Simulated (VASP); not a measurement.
# SrO (I4/mmm) in VASP: single point with HSE06

Aim: the single point of SrO with HSE06.

Program: VASP 6.6.1. These are calculated values, not measurements. Logs are shortened: lines on timing, memory, paths and dates and some standing lists are left out, and cuts for length are marked.

### 1 The cell of the first run

The structure is tetragonal, space group I4/mmm (No. 139). The conventional cell has a = 3.859 Å, b = 3.859 Å, c = 5.160 Å, α = 90.00°, β = 90.00°, γ = 90.00°. Sr (site symmetry 4/mmm) has 6 O at 2.58 to 2.73 Å within 3.4 Å. O (site symmetry 4/mmm) has 6 Sr at 2.58 to 2.73 Å within 3.4 Å.

### 2 Single point, HSE06 (biaxial xy strain +5.8%)

POSCAR reads:

```
SrO
1.0
    0.0000000000      2.7284941252      2.5798923271
    2.7284941252      0.0000000000      2.5798923271
    2.7284941252      2.7284941252      0.0000000000
Sr O
1 1
Direct
    0.0000000000      0.0000000000      0.0000000000
    0.5000000000      0.5000000000      0.5000000000
```

INCAR.step1 reads:

```
SYSTEM = SrO
PREC = Accurate ; ENCUT = 520
EDIFF = 1E-5 ; ISMEAR = 0
SIGMA = 0.01 ; LREAL = .FALSE.
LASPH = .TRUE. ; NELM = 80
ALGO = Normal ; ISIF = 2
LWAVE = .TRUE. ; LCHARG = .FALSE.
NBANDS = 15 ; GGA = PE
```

INCAR.step2 reads:

```
SYSTEM = SrO
PREC = Accurate ; ENCUT = 520
EDIFF = 1E-6 ; ISMEAR = 0
SIGMA = 0.01 ; LREAL = .FALSE.
LASPH = .TRUE. ; NELM = 80
ALGO = Normal ; ISIF = 2
LWAVE = .FALSE. ; LCHARG = .FALSE.
GGA = PE ; LHFCALC = .TRUE.
HFSCREEN = 0.2079 ; PRECFOCK = Normal
NBANDS = 15 ; ISTART = 1
```

KPOINTS reads:

```
regular mesh
0
G
  6 6 6
  0 0 0
```

Potentials or basis: VASP PAW PBE potentials, release 64 (Sr_sv, O).

Started as:

```console
cat potpaw_PBE.64/Sr_sv/POTCAR potpaw_PBE.64/O/POTCAR > POTCAR
cp INCAR.step1 INCAR
mpirun -np 1 vasp_std > vasp.out
cp INCAR.step2 INCAR
mpirun -np 1 vasp_std > vasp.out
```

OUTCAR:

```text
SYSTEM = SrO
   PREC = Accurate
   ENCUT = 520
   EDIFF = 1E-6
   ISMEAR = 0
   LREAL = .FALSE.
   LASPH = .TRUE.
   NELM = 80
   ISIF = 2
   GGA = PE
   LHFCALC = .TRUE.
   HFSCREEN = 0.2079
   PRECFOCK = Normal
   ISTART = 1

 ion  position               nearest neighbor table
   1  0.000  0.000  0.000-   2 2.58   2 2.58   2 2.73   2 2.73   2 2.73   2 2.73
   2  0.500  0.500  0.500-   1 2.58   1 2.58   1 2.73   1 2.73   1 2.73   1 2.73

  LATTYP: Found a body centered tetragonal cell.
 ALAT       =     3.8586733967
 C/A-ratio  =     1.3371913411

  Lattice vectors:

 A1 = (   0.0000000000,  -2.7284941252,  -2.5798923271)
 A2 = (   0.0000000000,   2.7284941252,  -2.5798923271)
 A3 = (   2.7284941252,   0.0000000000,   2.5798923271)

Analysis of symmetry for initial positions (statically):
=====================================================================
 Subroutine PRICEL returns:
 Original cell was already a primitive cell.

 Routine SETGRP: Setting up the symmetry group for a
 body centered tetragonal supercell.

 Subroutine GETGRP returns: Found 16 space group operations
 (whereof 16 operations were pure point group operations)
 out of a pool of 16 trial point group operations.

The static configuration has the point symmetry D_4h.

Analysis of symmetry for dynamics (positions and initial velocities):
=====================================================================
 Subroutine PRICEL returns:
 Original cell was already a primitive cell.

 Routine SETGRP: Setting up the symmetry group for a
 body centered tetragonal supercell.

 Subroutine GETGRP returns: Found 16 space group operations
 (whereof 16 operations were pure point group operations)
 out of a pool of 16 trial point group operations.

The dynamic configuration has the point symmetry D_4h.

 Subroutine INISYM returns: Found 16 space group operations
 (whereof 16 operations are pure point group operations),
 and found     1 'primitive' translations

----------------------------------------------------------------------------------------

                                     Primitive cell

  volume of cell :      38.4129

  direct lattice vectors                    reciprocal lattice vectors
     0.000000000  2.728494125  2.579892327    -0.183251265  0.183251265  0.193806538
     2.728494125  0.000000000  2.579892327     0.183251265 -0.183251265  0.193806538
     2.728494125  2.728494125  0.000000000     0.183251265  0.183251265 -0.193806538

  length of vectors
[... 102 lines left out ...]
     AMIX_MAG =   1.60;   BMIX_MAG =  1.00
  volume/ion in A,a.u.               =      19.21       129.61
  Fermi-wavevector in a.u.,A,eV,Ry     =   1.222613  2.310403 20.337746  1.494782
  Thomas-Fermi vector in A             =   2.357753
   LORBIT       =      0    0 simple, 1 ext, 2 COOP (PROOUT), +10 PAW based schemes
   GGA     = PE    functional components
   LHFCALC =     T    Hartree Fock is set to
   PRECFOCK=normal    Normal, Fast or Accurate (Low or Medium for compatibility)
   ENCUT4O =  -1.0   cutoff for four orbital integrals eV
   NKREDX  =     1    reduce k-point grid by
   NKREDY  =     1    reduce k-point grid by
   NKREDZ  =     1    reduce k-point grid by
   AEXX    =    0.2500 exact exchange contribution
   HFSCREEN=    0.2079 screening length (either q_TF or 0.3 A-1)
   HFSCREENC=   0.2079 screening length for correlation (either q_TF or 0.3 A-1)
   ENCUTFOCK=  -1.0 apply spherical cutoff to Coloumb kernel
   IVDW    =     0    specifies the selected vdW correction
   LEPSILON=     F    determine dielectric tensor
   LRPA    =     F    only Hartree local field effects (RPA)
 non-spin polarized calculation
 Gauss-broadening in eV      SIGMA  =   0.01
  energy-cutoff  :      520.00
  volume of cell :       38.41
 maximum number of plane-waves:      1052
  NGX = 24; NGY = 24; NGZ = 24

 number of electron      16.0000003 magnetization

 Free energy of the ion-electron system (eV)
  ---------------------------------------------------
  ext. energy  EPLUGINS =         0.00000000
  ---------------------------------------------------
  free energy    TOTEN  =       -14.06009408 eV

  energy without entropy =      -14.06009408  energy(sigma->0) =      -14.06009408

 E-fermi :   0.2755     XC(G=0):  -7.8160

 val. band max:        0.1704809089   @ k =   0.0000   0.0000   0.0000
 cond. band min:       4.6303720545   @ k =   0.0000   0.0000   0.0000
 fundamental gap:      4.4598911457
 Fermi energy:         0.2754582658

 k-point     1 :       0.0000    0.0000    0.0000
  band No.  band energies     occupation
      1     -34.7088      2.00000
      2     -16.3174      2.00000
      3     -15.1805      2.00000
      4     -15.1805      2.00000
      5     -15.1416      2.00000
      6       0.0744      2.00000
      7       0.0744      2.00000
      8       0.1705      2.00000
      9       4.6304      0.00000
     10       7.5318      0.00000
     11       7.5318      0.00000
     12       7.9058      0.00000
     13       9.2871      0.00000
     14      10.0698      0.00000
[... 401 lines left out ...]
      2     -16.7556      2.00000
      3     -15.6474      2.00000
      4     -15.3516      2.00000
      5     -14.9696      2.00000
      6      -0.8221      2.00000
      7      -0.4350      2.00000
      8      -0.2531      2.00000
      9       5.6962      0.00000
     10       8.7713      0.00000
     11      10.0004      0.00000
     12      11.3568      0.00000
     13      11.8348      0.00000
     14      12.9493      0.00000
     15      14.0664      0.00000

 [... further k-points ...]

------------------------ aborting loop because EDIFF is reached ----------------------------------------

  FORCE on cell =-STRESS in cart. coord.  units (eV):
  Direction    XX          YY          ZZ          XY          YZ          ZX
  --------------------------------------------------------------------------------------
  -------------------------------------------------------------------------------------
  Total       -2.1004351     -2.1004351     -1.1771710      0.0000000      0.0000000      0.0000000
  in kB      -87.6076912    -87.6076912    -49.0989852      0.0000000      0.0000000      0.0000000
  external PRESSURE =     -74.7714558 kB  Pullay stress =       0.0000000 kB

 VOLUME and BASIS-vectors are now :
 -----------------------------------------------------------------------------
  energy-cutoff  :      520.00
  volume of cell :       38.41
      direct lattice vectors                 reciprocal lattice vectors
     0.000000000  2.728494125  2.579892327    -0.183251265  0.183251265  0.193806538
     2.728494125  0.000000000  2.579892327     0.183251265 -0.183251265  0.193806538
     2.728494125  2.728494125  0.000000000     0.183251265  0.183251265 -0.193806538

 POSITION                                       TOTAL-FORCE (eV/Angst)
 -----------------------------------------------------------------------------------
      0.00000      0.00000      0.00000         0.000000      0.000000      0.000000
      2.72849      2.72849      2.57989         0.000000      0.000000     -0.000000
 -----------------------------------------------------------------------------------
    total drift:                               -0.000000     -0.000000      0.000000

  FREE ENERGIE OF THE ION-ELECTRON SYSTEM (eV)
  ---------------------------------------------------
  free  energy   TOTEN  =       -14.0600940759 eV

  energy  without entropy=      -14.0600940759  energy(sigma->0) =      -14.06009408
```

OUTCAR.step1:

```text
SYSTEM = SrO
   PREC = Accurate
   ENCUT = 520
   EDIFF = 1E-5
   ISMEAR = 0
   LREAL = .FALSE.
   LASPH = .TRUE.
[... 654 lines left out ...]
      0.00000      0.00000      0.00000         0.000000     -0.000000      0.000000
      2.72849      2.72849      2.57989        -0.000000      0.000000     -0.000000
 -----------------------------------------------------------------------------------
    total drift:                                0.000000      0.000000      0.000000

  FREE ENERGIE OF THE ION-ELECTRON SYSTEM (eV)
  ---------------------------------------------------
  free  energy   TOTEN  =       -11.9755007075 eV

  energy  without entropy=      -11.9755007075  energy(sigma->0) =      -11.97550071
```

Wall time 70 min (1 thread of Intel Xeon Platinum 8259CL at 2.50GHz (Skylake/Cascade Lake), shared host); peak memory 0.29 GiB.

Results:

* Free energy: -14.0601 eV
* Pressure: -7.5 GPa
* Band gap on the k mesh: 4.46 eV

Stress tensor (GPa, compression positive):
```
-8.76  0.00  0.00
 0.00 -8.76  0.00
 0.00  0.00 -4.91
```

Caveat: the cell differs from its parent crystal (biaxial xy strain +5.8%); the cell stands under tension; the PAW data sets were made with another functional, which shifts forces and pressure a little. A k mesh can miss the band edges.
